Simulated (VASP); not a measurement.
A run of VASP 6.6.1:

POSCAR

```
HfN
1.0
    0.0000000000      2.4548220000      2.4548220000
    2.4548220000      0.0000000000      2.4548220000
    2.4548220000      2.4548220000      0.0000000000
Hf N
1 1
Direct
    0.0000000000      0.0000000000      0.0000000000
    0.2500000000      0.2500000000      0.2500000000
```

File INCAR.step1:

```
SYSTEM = HfN
ALGO     = Normal         ! electronic algorithm
EDIFF    = 1E-5           ! SCF threshold, eV
EDIFFG   = -0.005         ! ionic threshold
ENCUT    = 660            ! plane-wave cutoff, eV
GGA      = PE             ! functional
GGA_COMPAT= .False.      
IBRION   = 2              ! ionic algorithm
ISIF     = 3              ! what is computed and relaxed
ISMEAR   = -1             ! smearing method
LASPH    = .True.         ! aspherical terms in the spheres
LCHARG   = .False.        ! write CHGCAR
LREAL    = .False.        ! projectors in reciprocal space
LWAVE    = .True.         ! write WAVECAR
NELM     = 120            ! most SCF steps
NELMIN   = 4            
NSW      = 100            ! ionic steps
PREC     = Accurate       ! precision mode
SIGMA    = 0.15           ! smearing width, eV
```

File INCAR.step2:

```
SYSTEM = HfN
ALGO     = Normal         ! electronic algorithm
EDIFF    = 1E-7           ! SCF threshold, eV
EDIFFG   = -0.01          ! ionic threshold
ENCUT    = 660            ! plane-wave cutoff, eV
GGA_COMPAT= .False.      
IBRION   = 2              ! ionic algorithm
ISIF     = 3              ! what is computed and relaxed
ISMEAR   = -1             ! smearing method
ISTART   = 1            
LASPH    = .True.         ! aspherical terms in the spheres
LCHARG   = .False.        ! write CHGCAR
LMIXTAU  = .True.       
LREAL    = .False.        ! projectors in reciprocal space
LWAVE    = .False.        ! write WAVECAR
METAGGA  = R2SCAN         ! meta-GGA
NELM     = 120            ! most SCF steps
NELMIN   = 4            
NSW      = 80             ! ionic steps
PREC     = Accurate       ! precision mode
PSTRESS  = 40.0         
SIGMA    = 0.15           ! smearing width, eV
```

The input KPOINTS:

```
k-points
0
Gamma
  11 11 11
  0 0 0
```

Potentials or basis: VASP PAW PBE potentials, release 64 (Hf_pv, N).

Run with:

```console
$ cat potpaw_PBE.64/Hf_pv/POTCAR potpaw_PBE.64/N/POTCAR > POTCAR
$ cp INCAR.step1 INCAR
$ mpirun -np 1 vasp_std > vasp.out
$ cp INCAR.step2 INCAR
$ mpirun -np 1 vasp_std > vasp.out
```

Hardware: 1 thread of Intel(R) Xeon(R) Platinum 8488C (Sapphire Rapids), on a shared host.

Question: How long does it take, and how much memory?

Answer: Wall time 4.8 min on 1 thread of Intel(R) Xeon(R) Platinum 8488C (Sapphire Rapids), on a shared host, peak memory 0.2 GiB. Counts: k points 56, ion steps 4.
